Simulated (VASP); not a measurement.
The system is WSe2.

```
CELL_PARAMETERS angstrom
0.00000 4.12633 4.67869
4.10548 0.00000 4.67869
4.10548 4.12633 0.00000
ATOMIC_POSITIONS crystal
W 0.82802 0.17198 0.17198
W 0.17198 0.82802 0.82802
Se 0.75000 0.75000 0.75000
Se 0.25000 0.25000 0.25000
Se 0.66667 0.33333 0.66667
Se 0.33333 0.66667 0.33333
```

The cell was built from a structure type or drawn by symmetry, and may not be a known phase.

- Program: VASP 6.6.1
- Task: relaxation of cell and atoms
- Functional: PBE
- Potentials or basis: VASP PAW PBE potentials, release 64 (W_sv, Se)
- Cutoff: 600 eV
- k mesh: 4 × 4 × 4
- Occupations: gaussian, width 0.1 eV
- Spin: no spin polarisation

At the start: pressure -16.9 GPa; volume 26.42 Å³/atom.

Q: Where does the relaxation end?

A: Over 31 steps the energy falls by 1088.8 meV/atom and the volume is 22.80 Å³/atom (-13.7 %); space group Fmmm (No. 69, to 0.1 Å) before and after.

Step by step:
```csv
step,energy change (eV),largest force (eV/Å),pressure (GPa),volume (Å³)
1,0.0000,2.1238,-16.90,158.52
2,-1.4912,4.4509,30.40,102.61
3,-3.0408,1.8710,0.08,121.00
4,-3.0450,1.8656,0.93,120.16
5,-3.5132,0.6751,3.56,118.63
6,-3.5481,0.3996,5.06,118.11
7,-3.7697,0.7465,-3.82,128.01
8,-3.7698,0.7778,-4.06,128.37
9,-3.9825,0.8240,-4.46,130.20
10,-4.5467,0.9251,-4.06,133.69
11,-5.5160,1.3132,-0.51,138.47
12,-4.9382,5.1353,5.97,140.15
13,-5.7596,2.2039,1.69,140.08
14,-5.7282,3.9456,3.68,140.64
15,-5.5211,4.4203,4.56,140.59
16,-5.6805,4.1796,4.07,140.67
17,-5.7323,3.8865,3.03,141.66
18,-5.7633,3.3472,1.19,143.39
19,-5.8147,3.2397,1.07,143.26
20,-5.9555,2.9138,0.75,142.84
21,-6.1822,2.2680,0.12,141.98
22,-6.3995,0.9839,-1.04,140.12
23,-6.4096,0.6207,-1.31,139.60
24,-6.4318,0.5966,-1.12,139.19
25,-6.4866,0.4790,-0.54,137.94
26,-6.5285,0.0673,0.84,135.38
27,-6.5291,0.1176,0.68,135.65
28,-6.5312,0.0952,0.18,136.22
29,-6.5313,0.1194,0.01,136.42
30,-6.5318,0.0972,-0.01,136.52
31,-6.5326,0.0339,-0.08,136.82
```

Final structure:
```
W Se
1.0
     0.00000    3.12762    3.58738
     6.09735    0.00000    3.58738
     6.09735    3.12762    0.00000
W Se
2 4
Direct
  0.84053 0.15947 0.15947
  0.15947 0.84053 0.84053
  0.75000 0.75000 0.75000
  0.25000 0.25000 0.25000
  0.75789 0.24211 0.75789
  0.24211 0.75789 0.24211
```

Caveat: a cell axis changed by over 15 % at a fixed basis, so the end point is rough.
